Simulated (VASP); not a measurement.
Wanted: the native input for a VASP 6.6.1 run.

| Item | Value |
| --- | --- |
| Task | single point |
| Functional | RPBE |
| Dispersion | D3(BJ) |
| Potentials or basis | VASP PAW PBE potentials, release 64 (Ti_sv) |
| Cutoff | 500 eV |
| k mesh | 18 × 18 × 18 |
| Occupations | gaussian, width 0.1 eV |
| Spin | no spin polarisation |
| Dipole correction | no |
| Further INCAR settings | ALGO = Normal; EDIFF = 1e-06; NBANDS = 12 |

The structure of Ti lies in POSCAR:

```
Ti
1.0
   -1.5974024092      1.5974024092      1.5974024092
    1.5974024092     -1.5974024092      1.5974024092
    1.5974024092      1.5974024092     -1.5974024092
Ti
1
Direct
    0.0000000000      0.0000000000      0.0000000000
```

The input as run:

INCAR

```
SYSTEM = Ti
ALGO = Normal
EDIFF = 1E-6
ENCUT = 500
GGA = RP
GGA_COMPAT = .False.
ISIF = 2
ISMEAR = 0
IVDW = 12
LASPH = .True.
LCHARG = .True.
LELF = .True.
LREAL = .False.
LVHAR = .True.
LWAVE = .False.
NBANDS = 12
NELM = 120
PREC = Accurate
SIGMA = 0.1
```

KPOINTS

```
k-points
0
Gamma
  18 18 18
  0 0 0
```

Potentials or basis: VASP PAW PBE potentials, release 64 (Ti_sv).

The run is started by

```sh
$ cat potpaw_PBE.64/Ti_sv/POTCAR > POTCAR
$ mpirun -np 1 vasp_std > vasp.out
```

It gave:

| Item | Value |
| --- | --- |
| Pressure | -31.8 GPa |
| Band gap on the k mesh | zero (band 6 reaches 9.93 eV, above the bottom of band 7 at 8.28 eV) |
| Dispersion energy per atom | -3.804 eV |

Caveat: the PAW data sets were made with another functional, which shifts forces and pressure a little; pairwise dispersion overbinds metals, which lowers pressure and volume.

Run time: 12 s on 1 thread of Intel(R) Xeon(R) 6975P-C (Granite Rapids) (shared host), peak memory 0.15 GiB.
